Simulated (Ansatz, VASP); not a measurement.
# One calculation of B, two programs

POSCAR

```
B
1.0
    3.7428346132      0.0000000000      0.0000000000
    0.0000000000      3.7428346132      0.0000000000
    0.0000000000      0.0000000000      3.7428346132
B
8
Direct
    0.0000000000      0.0000000000      0.0000000000
    0.5000000000      0.5000000000      0.5000000000
    0.2500000000      0.0000000000      0.5000000000
    0.7500000000      0.0000000000      0.5000000000
    0.5000000000      0.2500000000      0.0000000000
    0.5000000000      0.7500000000      0.0000000000
    0.0000000000      0.5000000000      0.2500000000
    0.0000000000      0.5000000000      0.7500000000
```

INCAR.step1

```
SYSTEM = B
PREC     = Accurate       ! precision mode
ENCUT    = 600            ! plane-wave cutoff, eV
ISMEAR   = -1             ! smearing method
SIGMA    = 0.1            ! smearing width, eV
LREAL    = .False.        ! projectors in reciprocal space
LASPH    = .True.         ! aspherical terms in the spheres
NELM     = 100            ! most SCF steps
GGA      = PE             ! functional
ALGO     = Normal         ! electronic algorithm
EDIFF    = 1E-4           ! SCF threshold, eV
LWAVE    = .True.         ! write WAVECAR
LCHARG   = .False.        ! write CHGCAR
```

Contents of INCAR.step2:

```
SYSTEM = B
PREC     = Accurate       ! precision mode
ENCUT    = 600            ! plane-wave cutoff, eV
EDIFF    = 1E-6           ! SCF threshold, eV
ISMEAR   = -1             ! smearing method
SIGMA    = 0.1            ! smearing width, eV
LREAL    = .False.        ! projectors in reciprocal space
LASPH    = .True.         ! aspherical terms in the spheres
NELM     = 100            ! most SCF steps
ALGO     = Normal         ! electronic algorithm
ISIF     = 3              ! what is computed and relaxed
LWAVE    = .False.        ! write WAVECAR
LCHARG   = .False.        ! write CHGCAR
METAGGA  = R2SCAN         ! meta-GGA
LMIXTAU  = .True.       
IBRION   = 2              ! ionic algorithm
NSW      = 80             ! ionic steps
EDIFFG   = -0.01          ! ionic threshold
ISTART   = 1
```

KPOINTS

```
Automatic mesh
0
Gamma
  7 7 7
  0 0 0
```

Input for Ansatz:

```yaml
crystal:
  lattice:
    - [3.7428346132, 0.0, 0.0]
    - [0.0, 3.7428346132, 0.0]
    - [0.0, 0.0, 3.7428346132]
  atoms:
    - { symbol: B, position: [0.0, 0.0, 0.0] }
    - { symbol: B, position: [0.5, 0.5, 0.5] }
    - { symbol: B, position: [0.25, 0.0, 0.5] }
    - { symbol: B, position: [0.75, 0.0, 0.5] }
    - { symbol: B, position: [0.5, 0.25, 0.0] }
    - { symbol: B, position: [0.5, 0.75, 0.0] }
    - { symbol: B, position: [0.0, 0.5, 0.25] }
    - { symbol: B, position: [0.0, 0.5, 0.75] }
hamiltonian:
  xc: r2scan
  pseudopotentials:
    kind: paw
    azcp:
      B: "pseudopotentials/B.paw.azcp"
basis:
  ecutwfc: 500
  fft_grid_basis: typed
kpoints:
  mp_grid: { grid: [7, 7, 7], shift: [0, 0, 0] }
magnetization:
  spin_polarized: false
scf:
  occupations: { method: fermi_dirac, width: 0.1 }
relax:
  max_steps: 60
  f_tol: 0.01
  cell: {}
```

Alike in both runs: task relaxation of cell and atoms; functional r2SCAN; k mesh 7 × 7 × 7; occupations fermi-dirac, width 0.1 eV; no spin polarisation.

|  | VASP | Ansatz |
| --- | --- | --- |
| version | VASP 6.6.1 | Ansatz 0.2.0 |
| potentials or method | VASP PAW PBE potentials, release 64 (B), cutoff 600 eV | plane waves (500 eV) with PAW, scalar-relativistic |
| valence electrons in the cell | 24 | 24 |

```tsv
	VASP	Ansatz	Ansatz less VASP
relaxed volume (Å³/atom)	6.06	6.07	+0.005
relaxed cell length with the largest relative difference (Å)	3.646	3.647	+0.0011
```

VASP's potentials were made for PBE, not for r2SCAN.
